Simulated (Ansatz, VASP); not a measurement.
## Sn in VASP and in Ansatz

```xyz
2
Lattice="0.0000 3.0986 3.0986 3.0986 0.0000 3.0986 3.0986 3.0986 0.0000" Properties=species:S:1:pos:R:3 pbc="T T T"
Sn   -0.7746   -0.7746   -0.7746
Sn    0.7746    0.7746    0.7746
```

Change from the starting cell: volume scaled by 0.85, LAPW.

Alike in both runs: task single point; functional PBEsol; k mesh 10 × 10 × 10; occupations fermi-dirac, width 0.1 eV; no spin polarisation.

```csv
,VASP,Ansatz
version,VASP 6.6.1,Ansatz 0.2.0
potentials or method,"VASP PAW PBE potentials, release 64 (Sn_d), cutoff 520 eV","all-electron LAPW, scalar-relativistic"
```

Ansatz gave:

- pressure (GPa): 9.9

Problem. Estimate VASP's values.

Solution. Pressure (GPa): 9.8.

VASP's potentials were made for PBE, not for PBEsol. Ansatz ran all-electron here, and VASP with PAW potentials.
